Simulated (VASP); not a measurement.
**BaS: single point with r2SCAN**

BaS:

```
Ba S
1.0
     0.00000    3.21189    3.21189
     3.21189    0.00000    3.21189
     3.21189    3.21189    0.00000
Ba S
1 1
Direct
  0.00000 0.00000 0.00000
  0.50000 0.50000 0.50000
```

```yaml
Program: VASP 6.6.1
Task: single point
Functional: r2SCAN
Potentials_or_basis: VASP PAW PBE potentials, release 64 (Ba_sv, S)
Cutoff: 520 eV
k_mesh: 8 × 8 × 8
Occupations: gaussian, width 0.02 eV
Spin: no spin polarisation
Dipole_correction: no
Further_INCAR_settings: ALGO = Normal; EDIFF = 1e-06; NBANDS = 15
```

```json
{"Pressure": "0.6 GPa", "Band gap on the k mesh": "2.49 eV (least direct gap 2.63 eV)"}
```

Levels at points of the mesh, in eV from the valence-band top:
```
           k point  band 4  band 5  band 6  band 7  band 8  band 9  band 10  band 11  band 12  band 13
(0.00, 0.00, 0.00)  -11.50  -10.77    0.00    0.00    0.00    4.13     4.30     4.30     4.30     5.32
(0.50, 0.00, 0.00)  -11.54   -9.51   -1.88   -1.05   -1.05    5.98     6.08     6.79     6.79     9.50
(0.50, 0.50, 0.00)  -11.68  -10.68   -0.54   -0.14   -0.14    2.49     6.48     6.62     7.95     7.95
```

Wall time 2.7 min on 1 thread of Intel(R) Xeon(R) Platinum 8259CL CPU @ 2.50GHz (Skylake/Cascade Lake) (shared host), peak memory 0.22 GiB.

Caveat: the PAW data sets were made with another functional, which shifts forces and pressure a little; spin-orbit coupling is left out, which moves the levels of the heavy elements. A k mesh can miss the band edges.
